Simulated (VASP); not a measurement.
Input of a VASP 6.6.1 run:

POSCAR

```
Mg2C
1.0
   -0.0300914631      2.7109426181      2.7109426181
    2.7109426181     -0.0300914631      2.7109426181
    2.6808511551      2.6808511551      0.0000000000
C Mg
1 2
Direct
    0.0000000000      0.0000000000      0.0000000000
    0.2496265951      0.2496265951      0.2503734049
    0.7503734049      0.7503734049      0.7496265951
```

Contents of INCAR.step1:

```
ALGO = Normal
EDIFF = 1E-5
ENCUT = 520
GGA = PE
ISIF = 2
ISMEAR = 0
LASPH = T
LREAL = F
LWAVE = T
NBANDS = 11
NELM = 80
PREC = Accurate
SIGMA = 0.01
```

INCAR.step2

```
ALGO = Normal
EDIFF = 1E-6
ENCUT = 520
GGA = PE
HFSCREEN = 0.2079
ISIF = 2
ISMEAR = 0
ISTART = 1
LASPH = T
LCHARG = T
LELF = T
LHFCALC = T
LREAL = F
LVHAR = T
LWAVE = F
NBANDS = 11
NELM = 80
PREC = Accurate
PRECFOCK = Normal
SIGMA = 0.01
```

File KPOINTS:

```
k-points
0
Gamma
  6 6 6
```

Potentials or basis: VASP PAW PBE potentials, release 64 (C, Mg).

Launch:

```sh
$ cat potpaw_PBE.64/C/POTCAR potpaw_PBE.64/Mg/POTCAR > POTCAR
$ cp INCAR.step1 INCAR
$ mpirun -np 1 vasp_std > vasp.out
$ cp INCAR.step2 INCAR
$ mpirun -np 1 vasp_std > vasp.out
```

**Question.** Estimate the pressure.

**Answer.** -0.6 GPa.

**Question.** Predict the band gap on the k mesh.

**Answer.** 1.34 eV (least direct gap 2.25 eV).

Stress tensor (GPa, compression positive):
```
-0.55  1.36  0.00
 1.36 -0.55  0.00
 0.00  0.00 -0.57
```

Caveat: the cell differs from its parent crystal (shear xy strain -2.2%); the PAW data sets were made with another functional, which shifts forces and pressure a little. A k mesh can miss the band edges.
